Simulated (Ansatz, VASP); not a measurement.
# One calculation of Sb, two programs

```xyz
1
Lattice="3.1072 0.0000 0.0000 0.0000 3.1072 0.0000 0.0000 0.0000 3.1072" Properties=species:S:1:pos:R:3 pbc="T T T"
Sb    0.0000    0.0000    0.0000
```

Alike in both runs: functional PBE; k mesh 13 × 13 × 13; occupations fermi-dirac, width 0.05 eV; no spin polarisation.

Ansatz relaxed the structure, and its values are those at the end. VASP's run is a single point on that final structure, the one shown.

|  | VASP | Ansatz |
| --- | --- | --- |
| version | VASP 6.6.1 | Ansatz 0.2.0 |
| potentials or method | VASP PAW PBE potentials, release 64 (Sb) | PAW with Ansatz's default frozen-core files, scalar-relativistic |
| plane-wave cutoff (eV) | 520 | 420 |
| valence electrons in the cell | 5 | 15 |

```tsv
	VASP	Ansatz	Ansatz less VASP
pressure (GPa)	0.0	0.0	+0.02
```

With one functional, cell and mesh, what is left measures potentials, basis and numerics. VASP's potentials hold 5 valence electrons a cell and Ansatz's 15, so a difference there can come from the potentials and not from the codes.

Spin-orbit coupling is off throughout.
